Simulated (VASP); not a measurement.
# Tl (I4/mmm) in VASP: further runs, part 2 of 2

VASP 6.6.1.

### Step 4. Single point, PBEsol (strain -0.0200 x Voigt [1, 0, 0, 0, 0, 0])

Input file INCAR:

```
SYSTEM = Tl
ALGO = Fast
EDIFF = 1E-6
ENCUT = 520
GGA = PS
ISIF = 2
ISMEAR = 0
LASPH = .TRUE.
LCHARG = .FALSE.
LREAL = .FALSE.
LWAVE = .FALSE.
NBANDS = 12
NELM = 60
PREC = Accurate
SIGMA = 0.15
```

Input file KPOINTS:

```
k-points
0
G
  18 18 18
  0 0 0
```

Input file POSCAR:

```
Tl
1.0
   -1.9021800000      1.9410000000      1.9410000000
    1.9021800000     -1.9410000000      1.9410000000
    1.9021800000      1.9410000000     -1.9410000000
Tl
1
Direct
    0.0000000000      0.0000000000      0.0000000000
```

Potentials or basis: VASP PAW PBE potentials, release 64 (Tl_d).

The run is started by

```console
cat potpaw_PBE.64/Tl_d/POTCAR > POTCAR
mpirun -np 1 vasp_std > vasp.out
```

OUTCAR:

```text
SYSTEM = Tl
   EDIFF = 1E-6
   ENCUT = 520
   GGA = PS
   ISIF = 2
   ISMEAR = 0
   LASPH = .TRUE.
   LREAL = .FALSE.
   NELM = 60
   PREC = Accurate

 ion  position               nearest neighbor table
   1  0.000  0.000  0.000-

  LATTYP: Found a body centered tetragonal cell.
 ALAT       =     3.8820000000
 C/A-ratio  =     0.9800000000

  Lattice vectors:

 A1 = (  -1.9021800000,   1.9410000000,  -1.9410000000)
 A2 = (  -1.9021800000,  -1.9410000000,   1.9410000000)
 A3 = (   1.9021800000,   1.9410000000,   1.9410000000)

Analysis of symmetry for initial positions (statically):
=====================================================================
 Subroutine PRICEL returns:
 Original cell was already a primitive cell.

 Routine SETGRP: Setting up the symmetry group for a
 body centered tetragonal supercell.

 Subroutine GETGRP returns: Found 16 space group operations
 (whereof 16 operations were pure point group operations)
 out of a pool of 16 trial point group operations.

The static configuration has the point symmetry D_4h.

Analysis of symmetry for dynamics (positions and initial velocities):
=====================================================================
 Subroutine PRICEL returns:
 Original cell was already a primitive cell.

 Routine SETGRP: Setting up the symmetry group for a
 body centered tetragonal supercell.

 Subroutine GETGRP returns: Found 16 space group operations
 (whereof 16 operations were pure point group operations)
 out of a pool of 16 trial point group operations.

The dynamic configuration has the point symmetry D_4h.

 Subroutine INISYM returns: Found 16 space group operations
 (whereof 16 operations are pure point group operations),
 and found     1 'primitive' translations

----------------------------------------------------------------------------------------

                                     Primitive cell

  volume of cell :      28.6657

  direct lattice vectors                    reciprocal lattice vectors
    -1.902180000  1.941000000  1.941000000     0.000000000  0.257599176  0.257599176
     1.902180000 -1.941000000  1.941000000     0.262856302  0.000000000  0.257599176
     1.902180000  1.941000000 -1.941000000     0.262856302  0.257599176  0.000000000

  length of vectors
     3.339648298  3.339648298  3.339648298     0.364300248  0.368036371  0.368036371

  position of ions in fractional coordinates (direct lattice)
     0.000000000  0.000000000  0.000000000

  ion indices of the primitive-cell ions
   primitive index   ion index
                 1           1

----------------------------------------------------------------------------------------

 KPOINTS: k-points

Automatic generation of k-mesh.
 Grid dimensions read from file:
 generate k-points for:   18   18   18

 Generating k-lattice:

  Cartesian coordinates                     Fractional coordinates (reciprocal lattice)
     0.000000000  0.014311065  0.014311065     0.055555556  0.000000000  0.000000000
     0.014603128  0.000000000  0.014311065     0.000000000  0.055555556 -0.000000000
     0.014603128  0.014311065  0.000000000     0.000000000 -0.000000000  0.055555556

  Length of vectors
     0.020238903  0.020446465  0.020446465

  Shift w.r.t. Gamma in fractional coordinates (k-lattice)
     0.000000000  0.000000000  0.000000000

 Subroutine IBZKPT returns following result:
 ===========================================

 Found    480 irreducible k-points:

 Following reciprocal coordinates:
            Coordinates               Weight
  0.000000  0.000000  0.000000      1.000000
  0.055556  0.000000  0.000000      4.000000
  0.111111  0.000000  0.000000      4.000000
  0.166667  0.000000  0.000000      4.000000
  0.222222  0.000000  0.000000      4.000000
  0.277778  0.000000  0.000000      4.000000
[... 16 lines left out ...]
  0.166667  0.111111  0.000000     16.000000
  0.222222  0.111111 -0.000000     16.000000
 [... further k-points ...]
   k-points           NKPTS =    480   k-points in BZ     NKDIM =    480   number of bands    NBANDS=     12
   number of dos      NEDOS =    301   number of ions     NIONS =      1
   total plane-waves  NPLWV =  21952
   dimension x,y,z NGX =    28 NGY =   28 NGZ =   28
   dimension x,y,z NGXF=    56 NGYF=   56 NGZF=   56
   ions per type =               1
   NGX,Y,Z   is equivalent  to a cutoff of  13.94, 13.94, 13.94 a.u.
   NGXF,Y,Z  is equivalent  to a cutoff of  27.88, 27.88, 27.88 a.u.
 SYSTEM =  Tl
   PREC   = accura    normal or accurate (medium, high low for compatibility)
   ISTART =      0    job   : 0-new  1-cont  2-samecut
   ICHARG =      2    charge: 1-file 2-atom 10-const
   ISPIN  =      1    spin polarized calculation?
   LNONCOLLINEAR =      F non collinear calculations
   LSORBIT =      F    spin-orbit coupling
   LASPH  =      T    aspherical Exc in radial PAW
   ENCUT  =  520.0 eV  38.22 Ry    6.18 a.u.   6.21  6.21  6.21*2*pi/ulx,y,z
   NELM   =     60;   NELMIN=  2; NELMDL= -5     # of ELM steps
   EDIFF  = 0.1E-05   stopping-criterion for ELM
   LREAL  =      F    real-space projection
   EDIFFG = 0.1E-04   stopping-criterion for IOM
   NSW    =      0    number of steps for IOM
   IBRION =     -1    ionic relax: 0-MD 1-quasi-New 2-CG
   NFREE  =      0    steps in history (QN), initial steepest desc. (CG)
   ISIF   =      2    stress and relaxation
   ISYM   =      2    0-nonsym 1-usesym 2-fastsym
   POTIM  = 0.5000    time-step for ionic-motion
   TEBEG  =    0.0;   TEEND  =   0.0 temperature during run
   PSTRESS=    0.0 pullay stress
   NELECT =      13.0000    total number of electrons
   NUPDOWN=      -1.0000    fix difference up-down
   EMIN   =  10.00;   EMAX   =-10.00  energy-range for DOS
   EFERMI =   0.00;   METHOD = LEGACY
   ISMEAR =     0;   SIGMA  =   0.15  broadening in eV -4-tet -1-fermi 0-gaus
   EFERMI_NEDOS =   21; number of points for ismear=-14 and -15
   IALGO  =     68    algorithm
   IMIX   =      4    mixing-type and parameters
     AMIX     =   0.40;   BMIX     =  1.00
     AMIX_MAG =   1.60;   BMIX_MAG =  1.00
  volume/ion in A,a.u.               =      28.67       193.45
  Fermi-wavevector in a.u.,A,eV,Ry     =   1.257771  2.376843 21.524266  1.581989
  Thomas-Fermi vector in A             =   2.391414
   LORBIT       =      0    0 simple, 1 ext, 2 COOP (PROOUT), +10 PAW based schemes
   GGA     = PS    functional components
   LHFCALC =     F    Hartree Fock is set to
   AEXX    =    0.0000 exact exchange contribution
   IVDW    =     0    specifies the selected vdW correction
   LEPSILON=     F    determine dielectric tensor
   LRPA    =     F    only Hartree local field effects (RPA)
 non-spin polarized calculation
 RMM-DIIS sequential band-by-band and
 Gauss-broadening in eV      SIGMA  =   0.15
  energy-cutoff  :      520.00
  volume of cell :       28.67
 maximum number of plane-waves:       787
 NGX is ok and might be reduce to    28
   NGX = 13   NGY = 13   NGZ = 13

 number of electron      12.9999999 magnetization

 Free energy of the ion-electron system (eV)
  ---------------------------------------------------
  ext. energy  EPLUGINS =         0.00000000
  ---------------------------------------------------
  free energy    TOTEN  =        -2.63028381 eV

  energy without entropy =       -2.62654622  energy(sigma->0) =       -2.62841501

 E-fermi :   6.3630     XC(G=0): -10.3564

 val. band max:        6.3352855093   @ k =  -0.3889  -0.3889   0.1667
 cond. band min:       6.3640491108   @ k =   0.3333   0.0556   0.0000
 fundamental gap:      0.0287636015
 Fermi energy:         6.3629500646

 k-point     1 :       0.0000    0.0000    0.0000
  band No.  band energies     occupation
      1      -5.2655      2.00000
      2      -5.2383      2.00000
      3      -5.2383      2.00000
      4      -4.8290      2.00000
      5      -4.8021      2.00000
      6      -3.6889      2.00000
      7      17.0948      0.00000
      8      17.0948      0.00000
      9      17.3002      0.00000
     10      18.6170      0.00000
     11      18.6170      0.00000
     12      18.8452      0.00000
[... 331 lines left out ...]
 k-point    24 :       0.2222    0.1111   -0.0000
  band No.  band energies     occupation
      1      -5.3322      2.00000
      2      -5.2548      2.00000
      3      -4.9015      2.00000
      4      -4.8674      2.00000
      5      -4.8096      2.00000
      6      -1.6698      2.00000
      7       8.8738      0.00000
      8      12.2484      0.00000
      9      14.2819      0.00000
     10      18.0489      0.00000
     11      19.1328      0.00000
     12      19.8633      0.00000

 [... further k-points ...]

------------------------ aborting loop because EDIFF is reached ----------------------------------------

  FORCE on cell =-STRESS in cart. coord.  units (eV):
  Direction    XX          YY          ZZ          XY          YZ          ZX
  --------------------------------------------------------------------------------------
  -------------------------------------------------------------------------------------
  Total       -0.0186788     -0.0428577     -0.0428577      0.0000000      0.0000000      0.0000000
  in kB       -1.0439908     -2.3953911     -2.3953911      0.0000000      0.0000000      0.0000000
  external PRESSURE =      -1.9449243 kB  Pullay stress =       0.0000000 kB

 VOLUME and BASIS-vectors are now :
 -----------------------------------------------------------------------------
  energy-cutoff  :      520.00
  volume of cell :       28.67
      direct lattice vectors                 reciprocal lattice vectors
    -1.902180000  1.941000000  1.941000000     0.000000000  0.257599176  0.257599176
     1.902180000 -1.941000000  1.941000000     0.262856302  0.000000000  0.257599176
     1.902180000  1.941000000 -1.941000000     0.262856302  0.257599176  0.000000000

 POSITION                                       TOTAL-FORCE (eV/Angst)
 -----------------------------------------------------------------------------------
      0.00000      0.00000      0.00000         0.000000      0.000000     -0.000000
 -----------------------------------------------------------------------------------
    total drift:                                0.000000     -0.000000      0.000000

  FREE ENERGIE OF THE ION-ELECTRON SYSTEM (eV)
  ---------------------------------------------------
  free  energy   TOTEN  =        -2.6302838149 eV

  energy  without entropy=       -2.6265462151  energy(sigma->0) =       -2.62841501
```

Run time: 4.6 min. Hardware: 1 thread of AMD EPYC 7R13, shared host; peak memory 0.25 GiB.

What came out:

* Free energy: -2.6303 eV
* Pressure: -0.2 GPa

Stress tensor (GPa, compression positive):
```
-0.10  0.00  0.00
 0.00 -0.24  0.00
 0.00  0.00 -0.24
```

Levels at points of the mesh, in eV from the Fermi level:
```tsv
k point	band 2	band 3	band 4	band 5	band 6	band 7	band 8	band 9	band 10	band 11
(0.00, 0.00, 0.00)	-11.60	-11.60	-11.19	-11.17	-10.05	10.73	10.73	10.94	12.25	12.25
(0.50, 0.00, 0.00)	-11.77	-11.23	-11.18	-10.90	-5.10	-2.80	6.00	7.37	10.32	11.46
(0.00, 0.50, 0.00)	-11.77	-11.20	-11.16	-10.89	-4.98	-2.74	5.72	7.03	9.96	11.16
(0.50, 0.50, 0.50)	-11.82	-10.97	-10.97	-10.96	-1.60	1.28	1.28	1.68	6.37	6.62
```

Caveat: the cell differs from its parent crystal (strain -0.0200 x Voigt [1, 0, 0, 0, 0, 0]); the PAW data sets were made with another functional, which shifts forces and pressure a little; spin-orbit coupling is left out, which moves the levels of the heavy elements.

### Step 5. Single point, PBEsol (strain -0.0100 x Voigt [1, 0, 0, 0, 0, 0])

Input file INCAR:

```
SYSTEM = Tl
PREC     = Accurate       ! precision mode
ENCUT    = 520            ! plane-wave cutoff, eV
EDIFF    = 1E-6           ! SCF threshold, eV
ISMEAR   = 0              ! smearing method
SIGMA    = 0.15           ! smearing width, eV
LREAL    = .FALSE.        ! projectors in reciprocal space
LASPH    = .TRUE.         ! aspherical terms in the spheres
NELM     = 60             ! most SCF steps
ALGO     = Fast           ! electronic algorithm
ISIF     = 2              ! what is computed and relaxed
LWAVE    = .FALSE.        ! write WAVECAR
LCHARG   = .TRUE.         ! write CHGCAR
GGA      = PS             ! functional
LELF     = .TRUE.         ! ELF
LVHAR    = .TRUE.       
NBANDS   = 12             ! bands
```

Input file KPOINTS:

```
regular mesh
0
G
  18 18 18
  0 0 0
```

Input file POSCAR:

```
Tl
1.0
   -1.9215900000      1.9410000000      1.9410000000
    1.9215900000     -1.9410000000      1.9410000000
    1.9215900000      1.9410000000     -1.9410000000
Tl
1
Direct
    0.0000000000      0.0000000000      0.0000000000
```

The run is started by

```console
cat potpaw_PBE.64/Tl_d/POTCAR > POTCAR
mpirun -np 1 vasp_std > vasp.out
```

Run time: 4.5 min. Hardware: 1 thread of AMD EPYC 7R13, shared host; peak memory 0.25 GiB.

Results (log left out):

```
Free energy : -2.6299 eV
Pressure    : -0.6 GPa
```

Levels at points of the mesh, in eV from the Fermi level:
```csv
k point,band 4,band 5,band 6,band 7,band 8,band 9
"(0.00, 0.00, 0.00)",-11.18,-11.16,-9.98,10.67,10.67,10.77
"(0.50, 0.00, 0.00)",-11.17,-10.89,-5.06,-2.74,5.86,7.22
"(0.00, 0.50, 0.00)",-11.16,-10.89,-5.01,-2.70,5.73,7.05
"(0.50, 0.50, 0.50)",-10.96,-10.96,-1.65,1.35,1.35,1.55
```

Caveat: the cell differs from its parent crystal (strain -0.0100 x Voigt [1, 0, 0, 0, 0, 0]); the PAW data sets were made with another functional, which shifts forces and pressure a little; spin-orbit coupling is left out, which moves the levels of the heavy elements.

### Step 6. Single point, PBEsol (strain +0.0100 x Voigt [1, 0, 0, 0, 0, 0])

Input file INCAR:

```
ALGO = Fast
EDIFF = 1E-7
ENCUT = 520
GGA = PS
ISIF = 2
ISMEAR = 0
LASPH = True
LCHARG = False
LREAL = False
LWAVE = False
NBANDS = 12
NELM = 100
PREC = Accurate
SIGMA = 0.15
```

Input file KPOINTS:

```
k-points
0
Gamma
  18 18 18
```

Input file POSCAR:

```
Tl
1.0
   -1.9604100000      1.9410000000      1.9410000000
    1.9604100000     -1.9410000000      1.9410000000
    1.9604100000      1.9410000000     -1.9410000000
Tl
1
Direct
    0.0000000000      0.0000000000      0.0000000000
```

Potentials or basis: VASP PAW PBE potentials, release 64 (Tl_d).

The run is started by

```console
cat potpaw_PBE.64/Tl_d/POTCAR > POTCAR
mpirun -np 1 vasp_std > vasp.out
```

OUTCAR:

```text
EDIFF = 1E-7
   ENCUT = 520
   GGA = PS
   ISIF = 2
   ISMEAR = 0
   LASPH = True
   LREAL = False
   NELM = 100
   PREC = Accurate

 ion  position               nearest neighbor table
   1  0.000  0.000  0.000-

  LATTYP: Found a body centered tetragonal cell.
 ALAT       =     3.8820000000
 C/A-ratio  =     1.0100000000

  Lattice vectors:

 A1 = (  -1.9604100000,   1.9410000000,  -1.9410000000)
 A2 = (  -1.9604100000,  -1.9410000000,   1.9410000000)
 A3 = (   1.9604100000,   1.9410000000,   1.9410000000)

Analysis of symmetry for initial positions (statically):
=====================================================================
 Subroutine PRICEL returns:
 Original cell was already a primitive cell.

 Routine SETGRP: Setting up the symmetry group for a
 body centered tetragonal supercell.

 Subroutine GETGRP returns: Found 16 space group operations
 (whereof 16 operations were pure point group operations)
 out of a pool of 16 trial point group operations.

The static configuration has the point symmetry D_4h.

Analysis of symmetry for dynamics (positions and initial velocities):
[... 171 lines left out ...]
      4      -5.1189      2.00000
      5      -5.1073      2.00000
      6      -3.7968      2.00000
      7      16.4917      0.00000
      8      16.5683      0.00000
      9      16.5683      0.00000
     10      18.2099      0.00000
     11      18.3346      0.00000
     12      18.3346      0.00000
[... 331 lines left out ...]
 k-point    24 :       0.2222    0.1111   -0.0000
  band No.  band energies     occupation
      1      -5.6070      2.00000
      2      -5.5145      2.00000
      3      -5.1796      2.00000
      4      -5.1609      2.00000
      5      -5.1033      2.00000
      6      -1.8157      2.00000
      7       8.5922      0.00000
      8      11.6592      0.00000
      9      13.6081      0.00000
     10      17.1687      0.00000
     11      18.9061      0.00000
     12      19.0956      0.00000

 [... further k-points ...]

------------------------ aborting loop because EDIFF is reached ----------------------------------------

  FORCE on cell =-STRESS in cart. coord.  units (eV):
  Direction    XX          YY          ZZ          XY          YZ          ZX
  --------------------------------------------------------------------------------------
  -------------------------------------------------------------------------------------
  Total       -0.2315074     -0.2130239     -0.2130239      0.0000000      0.0000000      0.0000000
  in kB      -12.5550248    -11.5526335    -11.5526335      0.0000000      0.0000000      0.0000000
  external PRESSURE =     -11.8867640 kB  Pullay stress =       0.0000000 kB

 VOLUME and BASIS-vectors are now :
 -----------------------------------------------------------------------------
  energy-cutoff  :      520.00
  volume of cell :       29.54
      direct lattice vectors                 reciprocal lattice vectors
    -1.960410000  1.941000000  1.941000000     0.000000000  0.257599176  0.257599176
     1.960410000 -1.941000000  1.941000000     0.255048689  0.000000000  0.257599176
     1.960410000  1.941000000 -1.941000000     0.255048689  0.257599176  0.000000000

 POSITION                                       TOTAL-FORCE (eV/Angst)
 -----------------------------------------------------------------------------------
      0.00000      0.00000      0.00000         0.000000     -0.000000      0.000000
 -----------------------------------------------------------------------------------
    total drift:                               -0.000000      0.000000      0.000000

  FREE ENERGIE OF THE ION-ELECTRON SYSTEM (eV)
  ---------------------------------------------------
  free  energy   TOTEN  =        -2.6269078237 eV

  energy  without entropy=       -2.6228122554  energy(sigma->0) =       -2.62486004
```

OSZICAR:

```text
N       E                     dE             d eps       ncg     rms          rms(c)
DAV:   1     0.506332817537E+02    0.50633E+02   -0.66898E+03 12200   0.936E+02
DAV:   2    -0.204507794917E+01   -0.52678E+02   -0.51626E+02 13268   0.212E+02
DAV:   3    -0.265972029095E+01   -0.61464E+00   -0.61395E+00 13540   0.207E+01
DAV:   4    -0.266242378125E+01   -0.27035E-02   -0.27034E-02 13060   0.160E+00
DAV:   5    -0.266245578597E+01   -0.32005E-04   -0.32005E-04 13312   0.169E-01    0.192E+00
RMM:   6    -0.263225524813E+01    0.30201E-01   -0.39322E-02 11553   0.160E+00    0.134E+00
RMM:   7    -0.262728585961E+01    0.49694E-02   -0.16276E-02 11763   0.113E+00    0.635E-01
RMM:   8    -0.262692308255E+01    0.36278E-03   -0.98356E-04 12272   0.269E-01    0.866E-02
RMM:   9    -0.262690915126E+01    0.13931E-04   -0.14722E-04 12982   0.112E-01    0.287E-02
RMM:  10    -0.262690744637E+01    0.17049E-05   -0.19537E-05 12922   0.446E-02    0.137E-03
RMM:  11    -0.262690773794E+01   -0.29158E-06   -0.37246E-06 13121   0.184E-02    0.108E-03
RMM:  12    -0.262690782374E+01   -0.85791E-07   -0.58103E-07 10112   0.589E-03
   1 F= -.26269078E+01 E0= -.26248600E+01  d E =-.409557E-02
```

Wall time 4.9 min (1 thread of AMD EPYC 7R13, shared host); peak memory 0.26 GiB.

What came out:

- Free energy: -2.6269 eV
- Pressure: -1.2 GPa

Stress tensor (GPa, compression positive):
```
-1.26  0.00  0.00
 0.00 -1.16  0.00
 0.00  0.00 -1.16
```

Caveat: the cell differs from its parent crystal (strain +0.0100 x Voigt [1, 0, 0, 0, 0, 0]); the PAW data sets were made with another functional, which shifts forces and pressure a little; spin-orbit coupling is left out, which moves the levels of the heavy elements.

### Step 7. Summary

```csv
cell,further INCAR settings,gap on the mesh (eV),pressure (GPa)
"a = 3.318 Å, angles 111.7, 108.4, 108.4°, 1 atom",ALGO = Fast; EDIFF = 1e-07; NBANDS = 12,none,0.6
"a = 3.329 Å, angles 111.1, 108.7, 108.7°, 1 atom",ALGO = Fast; EDIFF = 1e-06; NBANDS = 12,none,0.2
"a = 3.340 Å, angles 110.6, 108.9, 108.9°, 1 atom",ALGO = Fast; EDIFF = 1e-06; NBANDS = 12,none,-0.2
"a = 3.351 Å, angles 110.0, 109.2, 109.2°, 1 atom",ALGO = Fast; EDIFF = 1e-06; NBANDS = 12,none,-0.6
"a = 3.373 Å, angles 108.9, 109.7, 109.7°, 1 atom",ALGO = Fast; EDIFF = 1e-07; NBANDS = 12,none,-1.2
```

Alike in all rows: task single point; level PBEsol; potentials or basis VASP PAW PBE potentials, release 64 (Tl_d); no spin polarisation; k mesh 18 × 18 × 18; cutoff (eV) 520; smearing gaussian 0.15 eV.

Caveats: the PAW data sets were made with another functional, which shifts forces and pressure a little; spin-orbit coupling is left out, which moves the levels of the heavy elements.

Absolute energies hang on the potentials; compare differences alone.
